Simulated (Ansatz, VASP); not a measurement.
**Cd: VASP beside Ansatz**

```
CELL_PARAMETERS angstrom
2.37599 -4.02686 0.00000
2.37599 4.02686 0.00000
0.00000 0.00000 4.75829
ATOMIC_POSITIONS crystal
Cd 0.15250 0.84750 0.07850
Cd 0.65250 0.34750 0.42150
Cd 0.84750 0.15250 0.92150
Cd 0.34750 0.65250 0.57850
```

Alike in both runs: task relaxation of cell and atoms; functional PBEsol; k mesh 4 × 4 × 4; occupations gaussian, width 0.1 eV; no spin polarisation.

|  | VASP | Ansatz |
| --- | --- | --- |
| version | VASP 6.6.1 | Ansatz 0.2.0 |
| potentials or method | VASP PAW PBE potentials, release 64 (Cd), cutoff 600 eV | scalar-relativistic, plane waves, PAW |
| valence electrons in the cell | 48 | 80 |

```tsv
	VASP	Ansatz	Ansatz less VASP
gap on the k mesh at the Fermi level, each at its own relaxed structure (eV)	none	none	-
relaxed volume (Å³/atom)	25.56	22.46	-3.099
relaxed cell length with the largest relative difference (Å)	4.898	4.029	-0.8683
```

VASP's potentials were made for PBE, not for PBEsol. A gap of «none» marks a metal or a gap that the smearing closes. VASP's potentials hold 48 valence electrons a cell and Ansatz's 80, so a difference there can come from the potentials and not from the codes.

The k mesh is coarse, so the values compare programs but aren't converged.
